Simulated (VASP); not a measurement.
ZrN: single point with PBE

Crystal: ZrN.

```
Zr N
1.0
     0.00000    2.33027    2.33027
     2.33027    0.00000    2.33027
     2.33027    2.33027    0.00000
Zr N
1 1
Direct
  0.50000 0.50000 0.50000
  0.00000 0.00000 0.00000
```

| Item | Value |
| --- | --- |
| Program | VASP 6.6.1 |
| Task | single point |
| Functional | PBE |
| Potentials or basis | VASP PAW PBE potentials, release 64 (Zr_sv, N) |
| Cutoff | 600 eV |
| k mesh | 11 × 11 × 11 |
| Occupations | methfessel-paxton, width 0.15 eV |
| Spin | no spin polarisation |
| Dipole correction | no |
| Further INCAR settings | ALGO = Normal; EDIFF = 1e-06; NBANDS = 16 |

* Pressure: -9.6 GPa
* Band gap on the k mesh: zero (an odd number of electrons rules out a gap without spin polarisation)

Levels at points of the mesh, in eV from the Fermi level:
| k point | band 7 | band 8 | band 9 | band 10 | band 11 | band 12 |
| --- | --- | --- | --- | --- | --- | --- |
| (0.00, 0.00, 0.00) | -2.54 | -2.54 | -0.33 | -0.33 | -0.33 | 1.52 |

Run time: 72 s on 1 thread of AMD EPYC 7R43 64-Core Processor (Zen 3), on a shared host, peak memory 0.13 GiB.

Caveat: the cell stands under tension.
